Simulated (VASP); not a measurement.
Input of a VASP 6.6.1 run:

Contents of INCAR:

```
ALGO     = Normal         # electronic algorithm
EDIFF    = 1E-6           # SCF threshold, eV
EDIFFG   = -0.005         # ionic threshold
ENCUT    = 600            # plane-wave cutoff, eV
GGA      = PE             # functional
IBRION   = 2              # ionic algorithm
ISIF     = 3              # what is computed and relaxed
ISMEAR   = -1             # smearing method
LASPH    = True           # aspherical terms in the spheres
LCHARG   = False          # write CHGCAR
LREAL    = False          # projectors in reciprocal space
LWAVE    = False          # write WAVECAR
NELM     = 60             # most SCF steps
NSW      = 100            # ionic steps
PREC     = Accurate       # precision mode
SIGMA    = 0.03           # smearing width, eV
```

File KPOINTS:

```
k-points
0
Gamma
  11 11 6
```

The input POSCAR:

```
KF
1.0
    3.6645736486      0.0000000000      0.0000000000
   -1.8322868243      3.1736138737      0.0000000000
    0.0000000000      0.0000000000      5.9732550472
K F
2 2
Direct
    0.3333333333      0.6666666667      0.0000000000
    0.6666666667      0.3333333333      0.5000000000
    0.3333333333      0.6666666667      0.3760000000
    0.6666666667      0.3333333333      0.8760000000
```

Potentials or basis: VASP PAW PBE potentials, release 64 (K_sv, F).

Run with:

```console
$ cat potpaw_PBE.64/K_sv/POTCAR potpaw_PBE.64/F/POTCAR > POTCAR
$ mpirun -np 1 vasp_std > vasp.out
```

**Question.** Predict the relaxed cell.

**Answer.** a = 4.433 Å, b = 4.433 Å, c = 5.424 Å, α = 90.00°, β = 90.00°, γ = 120.00°.

**Question.** Predict the space group after relaxing (to 0.05 Å).

**Answer.** P6_3/mmc (No. 194).

**Question.** Estimate the relaxed volume.

**Answer.** 23.08 Å³/atom.

Forces in eV/Å, atoms in the order of the input:
```
K    0.000  0.000 -0.005
K    0.000  0.000 -0.005
F    0.000  0.000  0.005
F    0.000  0.000  0.005
```

Caveat: the volume moved by over 15 % at a fixed basis, so the end points are rough.
